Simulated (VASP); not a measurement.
# ZrZnN (P-6m2) in VASP: further runs

ZrZnN is run at these levels: PBE; tasks: single point, relaxation of cell and atoms.

All numbers are computed with VASP 6.6.1; they aren't measurements. Logs are shortened: lines on timing, memory, paths and dates and some standing lists are left out, and cuts for length are marked.

### 1 The cell of the first run

The structure is hexagonal, space group P-6m2 (No. 187). Conventional cell: a = 3.565 Å, b = 3.565 Å, c = 3.560 Å, α = 90.00°, β = 90.00°, γ = 120.00°. Zr (site symmetry -6m2) has 3 N at 2.06 Å within 2.7 Å. Zn (site symmetry -6m2) has 6 N at 2.72 Å and 6 Zr at 2.72 Å and 8 Zn at 3.56 Å within 3.6 Å. Within 2.7 Å of N (site symmetry -6m2) lie 3 Zr at 2.06 Å.

### 2 Single point, PBE

Input file INCAR:

```
SYSTEM = ZrZnN
  PREC = Accurate
  ENCUT = 520
  EDIFF = 1E-7
  ISMEAR = 0
  SIGMA = 0.1
  LREAL = .FALSE.
  LASPH = .TRUE.
  NELM = 60
  ALGO = Normal
  ISIF = 2
  LWAVE = .FALSE.
  LCHARG = .FALSE.
  GGA = PE
  NBANDS = 22
```

Input file KPOINTS:

```
Automatic mesh
0
G
  6 6 6
  0 0 0
```

Input file POSCAR:

```
ZrZnN
1.0
    3.5645439100      0.0000000000      0.0000000000
   -1.7822719600      3.0869855800      0.0000000000
    0.0000000000      0.0000000000      3.5603747700
Zr Zn N
1 1 1
Direct
    0.0000000000      0.0000000000      0.5000000000
    0.3333333300      0.6666666700      0.0000000000
    0.6666666700      0.3333333300      0.5000000000
```

Potentials or basis: VASP PAW PBE potentials, release 64 (Zr_sv, Zn, N).

Run with:

```
cat potpaw_PBE.64/Zr_sv/POTCAR potpaw_PBE.64/Zn/POTCAR potpaw_PBE.64/N/POTCAR > POTCAR
mpirun -np 1 vasp_std > vasp.out
```

OUTCAR:

```text
SYSTEM = ZrZnN
   PREC = Accurate
   ENCUT = 520
   EDIFF = 1E-7
   ISMEAR = 0
   LREAL = .FALSE.
   LASPH = .TRUE.
   NELM = 60
   ISIF = 2
   GGA = PE

 ion  position               nearest neighbor table
   1  0.000  0.000  0.500-   3 2.06   3 2.06   3 2.06   2 2.72   2 2.72   2 2.72   2 2.72   2 2.72
                             2 2.72
   2  0.333  0.667  0.000-   1 2.72   1 2.72   1 2.72   1 2.72   1 2.72   1 2.72
   3  0.667  0.333  0.500-   1 2.06   1 2.06   1 2.06

  LATTYP: Found a hexagonal cell.
 ALAT       =     3.5645439100
 C/A-ratio  =     0.9988303861

  Lattice vectors:

 A1 = (   3.5645439100,   0.0000000000,   0.0000000000)
 A2 = (  -1.7822719600,   3.0869855800,   0.0000000000)
 A3 = (   0.0000000000,   0.0000000000,   3.5603747700)

Analysis of symmetry for initial positions (statically):
=====================================================================
 Subroutine PRICEL returns:
 Original cell was already a primitive cell.

 Routine SETGRP: Setting up the symmetry group for a
 hexagonal supercell.

 Subroutine GETGRP returns: Found 12 space group operations
 (whereof 12 operations were pure point group operations)
 out of a pool of 24 trial point group operations.

The static configuration has the point symmetry D_3h.

Analysis of symmetry for dynamics (positions and initial velocities):
=====================================================================
 Subroutine PRICEL returns:
 Original cell was already a primitive cell.

 Routine SETGRP: Setting up the symmetry group for a
 hexagonal supercell.

 Subroutine GETGRP returns: Found 12 space group operations
 (whereof 12 operations were pure point group operations)
 out of a pool of 24 trial point group operations.

The dynamic configuration has the point symmetry D_3h.

 Subroutine INISYM returns: Found 12 space group operations
 (whereof 12 operations are pure point group operations),
 and found     1 'primitive' translations

----------------------------------------------------------------------------------------

                                     Primitive cell

  volume of cell :      39.1773

  direct lattice vectors                    reciprocal lattice vectors
     3.564543910  0.000000000  0.000000000     0.280540800  0.161970307  0.000000000
    -1.782271960  3.086985580  0.000000000     0.000000000  0.323940613  0.000000000
     0.000000000  0.000000000  3.560374770     0.000000000  0.000000000  0.280869309

  length of vectors
     3.564543910  3.564543913  3.560374770     0.323940613  0.323940613  0.280869309

  position of ions in fractional coordinates (direct lattice)
     0.000000000  0.000000000  0.500000000
     0.333333330  0.666666670  0.000000000
     0.666666670  0.333333330  0.500000000

  ion indices of the primitive-cell ions
   primitive index   ion index
                 1           1
                 2           2
                 3           3

----------------------------------------------------------------------------------------

 KPOINTS: Automatic mesh

Automatic generation of k-mesh.
 Grid dimensions read from file:
 generate k-points for:    6    6    6

 Generating k-lattice:

  Cartesian coordinates                     Fractional coordinates (reciprocal lattice)
     0.046756800  0.026995051  0.000000000     0.166666667  0.000000000  0.000000000
     0.000000000  0.053990102  0.000000000     0.000000000  0.166666667  0.000000000
     0.000000000  0.000000000  0.046811551     0.000000000  0.000000000  0.166666667

  Length of vectors
     0.053990102  0.053990102  0.046811551

  Shift w.r.t. Gamma in fractional coordinates (k-lattice)
     0.000000000  0.000000000  0.000000000

 Subroutine IBZKPT returns following result:
 ===========================================

 Found     28 irreducible k-points:

 Following reciprocal coordinates:
            Coordinates               Weight
  0.000000  0.000000  0.000000      1.000000
  0.166667  0.000000  0.000000      6.000000
  0.333333  0.000000  0.000000      6.000000
  0.500000 -0.000000  0.000000      3.000000
  0.166667  0.166667  0.000000      6.000000
  0.333333  0.166667  0.000000     12.000000
[... 16 lines left out ...]
  0.166667  0.000000  0.500000      6.000000
  0.333333  0.000000  0.500000      6.000000
 [... further k-points ...]
   k-points           NKPTS =     28   k-points in BZ     NKDIM =     28   number of bands    NBANDS=     22
   number of dos      NEDOS =    301   number of ions     NIONS =      3
   total plane-waves  NPLWV =  21952
   dimension x,y,z NGX =    28 NGY =   28 NGZ =   28
   dimension x,y,z NGXF=    56 NGYF=   56 NGZF=   56
   ions per type =               1   1   1
   NGX,Y,Z   is equivalent  to a cutoff of  13.06, 13.06, 13.07 a.u.
   NGXF,Y,Z  is equivalent  to a cutoff of  26.12, 26.12, 26.15 a.u.
 SYSTEM =  ZrZnN
   PREC   = accura    normal or accurate (medium, high low for compatibility)
   ISTART =      0    job   : 0-new  1-cont  2-samecut
   ICHARG =      2    charge: 1-file 2-atom 10-const
   ISPIN  =      1    spin polarized calculation?
   LNONCOLLINEAR =      F non collinear calculations
   LSORBIT =      F    spin-orbit coupling
   LASPH  =      T    aspherical Exc in radial PAW
   ENCUT  =  520.0 eV  38.22 Ry    6.18 a.u.   6.63  6.63  6.62*2*pi/ulx,y,z
   NELM   =     60;   NELMIN=  2; NELMDL= -5     # of ELM steps
   EDIFF  = 0.1E-06   stopping-criterion for ELM
   LREAL  =      F    real-space projection
   EDIFFG = 0.1E-05   stopping-criterion for IOM
   NSW    =      0    number of steps for IOM
   IBRION =     -1    ionic relax: 0-MD 1-quasi-New 2-CG
   NFREE  =      0    steps in history (QN), initial steepest desc. (CG)
   ISIF   =      2    stress and relaxation
   ISYM   =      2    0-nonsym 1-usesym 2-fastsym
   POTIM  = 0.5000    time-step for ionic-motion
   TEBEG  =    0.0;   TEEND  =   0.0 temperature during run
   PSTRESS=    0.0 pullay stress
   NELECT =      29.0000    total number of electrons
   NUPDOWN=      -1.0000    fix difference up-down
   EMIN   =  10.00;   EMAX   =-10.00  energy-range for DOS
   EFERMI =   0.00;   METHOD = LEGACY
   ISMEAR =     0;   SIGMA  =   0.10  broadening in eV -4-tet -1-fermi 0-gaus
   EFERMI_NEDOS =   21; number of points for ismear=-14 and -15
   IALGO  =     38    algorithm
   IMIX   =      4    mixing-type and parameters
     AMIX     =   0.40;   BMIX     =  1.00
     AMIX_MAG =   1.60;   BMIX_MAG =  1.00
  volume/ion in A,a.u.               =      13.06        88.13
  Fermi-wavevector in a.u.,A,eV,Ry     =   1.480913  2.798519 29.838962  2.193102
  Thomas-Fermi vector in A             =   2.594888
   LORBIT       =      0    0 simple, 1 ext, 2 COOP (PROOUT), +10 PAW based schemes
   GGA     = PE    functional components
   LHFCALC =     F    Hartree Fock is set to
   AEXX    =    0.0000 exact exchange contribution
   IVDW    =     0    specifies the selected vdW correction
   LEPSILON=     F    determine dielectric tensor
   LRPA    =     F    only Hartree local field effects (RPA)
 non-spin polarized calculation
 Gauss-broadening in eV      SIGMA  =   0.10
  energy-cutoff  :      520.00
  volume of cell :       39.18
 maximum number of plane-waves:      1082
 NGX is ok and might be reduce to    28
   NGX = 13   NGY = 13   NGZ = 13

 number of electron      28.9999997 magnetization

 Free energy of the ion-electron system (eV)
  ---------------------------------------------------
  ext. energy  EPLUGINS =         0.00000000
  ---------------------------------------------------
  free energy    TOTEN  =       -18.39606392 eV

  energy without entropy =      -18.38829516  energy(sigma->0) =      -18.39217954

 E-fermi :   8.1463     XC(G=0): -12.0755

 val. band max:        8.1393330001   @ k =   0.3333   0.3333   0.0000
 cond. band min:       8.1824607926   @ k =   0.1667   0.0000   0.5000
 fundamental gap:      0.0431277925
 Fermi energy:         8.1462620573

 k-point     1 :       0.0000    0.0000    0.0000
  band No.  band energies     occupation
      1     -40.4462      2.00000
      2     -18.5747      2.00000
      3     -18.5747      2.00000
      4     -18.5051      2.00000
      5      -7.1638      2.00000
      6      -0.0612      2.00000
[... 14 lines left out ...]
     21      18.2202      0.00000
     22      18.5955      0.00000

 k-point     2 :       0.1667    0.0000    0.0000
  band No.  band energies     occupation
      1     -40.4361      2.00000
      2     -18.7389      2.00000
      3     -18.6061      2.00000
      4     -18.4930      2.00000
      5      -6.7967      2.00000
      6      -0.0801      2.00000
[... 14 lines left out ...]
     21      16.2668      0.00000
     22      17.4496      0.00000

 k-point     3 :       0.3333    0.0000    0.0000
  band No.  band energies     occupation
      1     -40.4157      2.00000
      2     -19.0462      2.00000
      3     -18.6680      2.00000
      4     -18.4686      2.00000
      5      -6.1276      2.00000
      6      -0.1341      2.00000
[... 14 lines left out ...]
     21      16.0455      0.00000
     22      16.7404      0.00000

 k-point     4 :       0.5000   -0.0000    0.0000
  band No.  band energies     occupation
      1     -40.4054      2.00000
      2     -19.1909      2.00000
      3     -18.6986      2.00000
      4     -18.4563      2.00000
      5      -5.8417      2.00000
      6      -0.0599      2.00000
[... 14 lines left out ...]
     21      15.4785      0.00000
     22      18.1547      0.00000

 k-point     5 :       0.1667    0.1667    0.0000
  band No.  band energies     occupation
      1     -40.4208      2.00000
      2     -18.9459      2.00000
      3     -18.6806      2.00000
      4     -18.4747      2.00000
      5      -6.2745      2.00000
      6      -0.1340      2.00000
[... 417 lines left out ...]
 k-point    22 :       0.0000    0.0000    0.5000
  band No.  band energies     occupation
      1     -40.4310      2.00000
      2     -18.7501      2.00000
      3     -18.5556      2.00000
      4     -18.5556      2.00000
      5      -6.7962      2.00000
      6      -0.0445      2.00000
[... 14 lines left out ...]
     21      16.3897      0.00000
     22      16.3897      0.00000

 k-point    23 :       0.1667    0.0000    0.5000
  band No.  band energies     occupation
      1     -40.4212      2.00000
      2     -18.7302      2.00000
      3     -18.7128      2.00000
      4     -18.5875      2.00000
      5      -6.4847      2.00000
      6       0.0341      2.00000
[... 14 lines left out ...]
     21      15.6937      0.00000
     22      16.5147      0.00000

 k-point    24 :       0.3333    0.0000    0.5000
  band No.  band energies     occupation
      1     -40.4016      2.00000
      2     -19.0093      2.00000
      3     -18.6904      2.00000
      4     -18.6504      2.00000
      5      -5.9132      2.00000
      6       0.0913      2.00000
[... 14 lines left out ...]
     21      15.9513      0.00000
     22      18.3318      0.00000

 [... further k-points ...]
[... 5 lines left out ...]
  --------------------------------------------------------------------------------------
  -------------------------------------------------------------------------------------
  Total        6.3581288      6.3581288      8.6101215     -0.0000000     -0.0000000      0.0000000
  in kB      260.0193213    260.0193214    352.1158508     -0.0000004     -0.0000000      0.0000000
  external PRESSURE =     290.7181645 kB  Pullay stress =       0.0000000 kB

 VOLUME and BASIS-vectors are now :
 -----------------------------------------------------------------------------
  energy-cutoff  :      520.00
  volume of cell :       39.18
      direct lattice vectors                 reciprocal lattice vectors
     3.564543910  0.000000000  0.000000000     0.280540800  0.161970307  0.000000000
    -1.782271960  3.086985580  0.000000000     0.000000000  0.323940613  0.000000000
     0.000000000  0.000000000  3.560374770     0.000000000  0.000000000  0.280869309

 POSITION                                       TOTAL-FORCE (eV/Angst)
 -----------------------------------------------------------------------------------
      0.00000      0.00000      1.78019        -0.000000     -0.000000      0.000000
     -0.00000      2.05799      0.00000         0.000000     -0.000000      0.000000
      1.78227      1.02900      1.78019        -0.000000      0.000000      0.000000
 -----------------------------------------------------------------------------------
    total drift:                               -0.000007      0.000004     -0.000000

  FREE ENERGIE OF THE ION-ELECTRON SYSTEM (eV)
  ---------------------------------------------------
  free  energy   TOTEN  =       -18.3960639167 eV

  energy  without entropy=      -18.3882951634  energy(sigma->0) =      -18.39217954
```

Wall time 14 s (1 thread of Intel Xeon 6975P-C (Granite Rapids), shared host); peak memory 0.17 GiB.

Results:

| Property | Result |
| --- | --- |
| Free energy | -18.3961 eV |
| Pressure | 29.1 GPa |

Levels at points of the mesh, in eV from the Fermi level:
| k point | band 10 | band 11 | band 12 | band 13 | band 14 | band 15 | band 16 | band 17 | band 18 | band 19 |
| --- | --- | --- | --- | --- | --- | --- | --- | --- | --- | --- |
| (0.00, 0.00, 0.00) | -7.86 | -5.71 | -5.47 | -5.47 | -2.85 | 1.52 | 2.80 | 2.80 | 6.36 | 6.36 |
| (0.50, 0.00, 0.00) | -7.69 | -6.14 | -3.53 | -3.14 | -2.42 | -1.25 | 2.26 | 2.46 | 2.86 | 3.93 |
| (0.00, 0.00, 0.50) | -7.91 | -6.54 | -4.85 | -4.85 | 0.42 | 0.96 | 1.25 | 1.25 | 3.80 | 7.39 |
| (0.50, 0.00, 0.50) | -7.68 | -6.19 | -5.11 | -2.92 | -2.46 | -0.51 | 0.48 | 2.85 | 4.39 | 4.81 |

### 3 Single point, PBE

This run uses another cell than the first one, of 17.52 Å³/atom, 1.342 times its volume.

Input file INCAR:

```
SYSTEM = ZrZnN
PREC = Accurate
ENCUT = 520
EDIFF = 1E-6
ISMEAR = 0
SIGMA = 0.1
LREAL = .FALSE.
LASPH = .TRUE.
NELM = 100
ALGO = Normal
ISIF = 2
LWAVE = .FALSE.
LCHARG = .TRUE.
GGA = PE
LELF = .TRUE.
LVHAR = .TRUE.
NBANDS = 22
```

KPOINTS is that of step 2.

Input file POSCAR:

```
ZrZnN
1.0
    3.5806674816      0.0000000029      0.0000000000
   -1.7903337433      3.1009490001      0.0000000000
    0.0000000000      0.0000000000      4.7346009584
Zr Zn N
1 1 1
Direct
    0.0000000000      0.0000000000      0.5000000000
    0.3333333333      0.6666666667      0.0000000000
    0.6666666667      0.3333333333      0.5000000000
```

Potentials or basis: VASP PAW PBE potentials, release 64 (Zr_sv, Zn, N).

Run with:

```
cat potpaw_PBE.64/Zr_sv/POTCAR potpaw_PBE.64/Zn/POTCAR potpaw_PBE.64/N/POTCAR > POTCAR
mpirun -np 1 vasp_std > vasp.out
```

It took 19 s on 1 thread of Intel Xeon 6975P-C (Granite Rapids), shared host; peak memory 0.19 GiB.

Results (log left out):

| Item | Value |
| --- | --- |
| Free energy | -19.5420 eV |
| Pressure | 0.2 GPa |

Stress tensor (GPa, compression positive):
```
0.18 0.00 0.00
0.00 0.18 0.00
0.00 0.00 0.31
```

Levels at points of the mesh, in eV from the Fermi level:
```csv
k point,band 10,band 11,band 12,band 13,band 14,band 15,band 16,band 17,band 18,band 19
"(0.00, 0.00, 0.00)",-7.19,-5.80,-5.06,-5.06,-3.44,2.12,2.12,2.36,3.84,6.23
"(0.50, 0.00, 0.00)",-7.05,-5.04,-3.99,-2.86,-2.26,-1.33,1.33,1.58,2.49,3.62
"(0.00, 0.00, 0.50)",-7.20,-6.22,-4.97,-4.97,-0.92,-0.66,1.84,1.84,2.41,7.95
"(0.50, 0.00, 0.50)",-7.05,-5.00,-4.67,-2.82,-2.24,0.35,0.72,1.27,2.11,4.16
```

[end of part 1 of 2]
